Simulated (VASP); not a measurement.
Set up this calculation in VASP 6.6.1, as the native input.

```
Task                   : electric field gradients
Functional             : PBE
Potentials or basis    : VASP PAW PBE potentials, release 64 (Al)
Cutoff                 : 520 eV
k mesh                 : 14 × 14 × 14
Occupations            : fermi-dirac, width 0.05 eV
Spin                   : no spin polarisation
Dipole correction      : no
Further INCAR settings : ALGO = Normal; EDIFF = 1e-08; NBANDS = 8
```

The structure of Al lies in POSCAR:

```
Al
1.0
    0.0000000000      2.0846994000      2.0239800000
    2.0846994000      0.0000000000      2.0239800000
    2.0846994000      2.0846994000      0.0000000000
Al
1
Direct
    0.0000000000      0.0000000000      0.0000000000
```

This cell differs from its parent crystal: equal xx and yy strain of +3 %.

The input as run:

INCAR

```
PREC = Accurate
ENCUT = 520
EDIFF = 1E-8
ISMEAR = -1
SIGMA = 0.05
LREAL = F
LASPH = T
NELM = 80
ALGO = Normal
ISIF = 2
LWAVE = F
LCHARG = F
GGA = PE
LEFG = T
NBANDS = 8
```

KPOINTS

```
regular mesh
0
Gamma
  14 14 14
```

Potentials or basis: VASP PAW PBE potentials, release 64 (Al).

Launch:

```console
$ cat potpaw_PBE.64/Al/POTCAR > POTCAR
$ mpirun -np 1 vasp_std > vasp.out
```

Results of the run:

```yaml
Pressure: -4.3 GPa
```

Caveat: the cell differs from its parent crystal (equal xx and yy strain of +3 %); without QUAD_EFG the Cq values of the log hold for a quadrupole moment of 1 mb, not for the nuclei.

Run time: 85 s on 1 thread of AMD EPYC 7R13, on a shared host, peak memory 0.12 GiB.
